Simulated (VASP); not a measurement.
Wanted: the native input for a VASP 6.6.1 run.

```
Task                   : single point
Functional             : r2SCAN
Potentials or basis    : VASP PAW PBE potentials, release 64 (Ge_d)
Cutoff                 : 520 eV
k mesh                 : 22 × 22 × 22
Occupations            : gaussian, width 0.15 eV
Spin                   : no spin polarisation
Dipole correction      : no
Further INCAR settings : ALGO = Normal; EDIFF = 1e-07; NBANDS = 13
```

Ge:

```
Ge
1.0
     1.11031    2.77578    2.77578
     2.77578    1.11031    2.77578
     2.77578    2.77578    1.11031
Ge
1
Direct
  0.00000 0.00000 0.00000
```

This cell differs from its parent crystal: ratio of the length along [111] to the lengths across it x 2.0, volume and fractional coordinates fixed.

One way to write it, as run:

POSCAR

```
Ge
1.0
    1.1103132349      2.7757830873      2.7757830873
    2.7757830873      1.1103132349      2.7757830873
    2.7757830873      2.7757830873      1.1103132349
Ge
1
Direct
    0.0000000000      0.0000000000      0.0000000000
```

INCAR.step1

```
ALGO = Normal ; EDIFF = 1E-4
ENCUT = 520 ; GGA = PE
ISMEAR = 0 ; LASPH = T
LCHARG = F ; LREAL = F
LWAVE = T ; NBANDS = 13
NELM = 100 ; PREC = Accurate
SIGMA = 0.15
```

INCAR.step2

```
ALGO = Normal ; EDIFF = 1E-7
ENCUT = 520 ; ISIF = 2
ISMEAR = 0 ; ISTART = 1
LASPH = T ; LCHARG = F
LMIXTAU = T ; LREAL = F
LWAVE = F ; METAGGA = R2SCAN
NBANDS = 13 ; NELM = 100
PREC = Accurate ; SIGMA = 0.15
```

KPOINTS

```
k-points
0
Gamma
  22 22 22
```

Potentials or basis: VASP PAW PBE potentials, release 64 (Ge_d).

The run is started by

```bash
$ cat potpaw_PBE.64/Ge_d/POTCAR > POTCAR
$ cp INCAR.step1 INCAR
$ mpirun -np 1 vasp_std > vasp.out
$ cp INCAR.step2 INCAR
$ mpirun -np 1 vasp_std > vasp.out
```

It gave:

```
Pressure               : 43.7 GPa
Band gap on the k mesh : zero (bands 7 and 8 overlap by 4.15 eV)
```

Caveat: the cell stands under pressure; the PAW data sets were made with another functional, which shifts forces and pressure a little.

It took 27 min on 1 thread of Intel(R) Xeon(R) Platinum 8259CL CPU @ 2.50GHz (Skylake/Cascade Lake), on a shared host, peak memory 0.36 GiB.
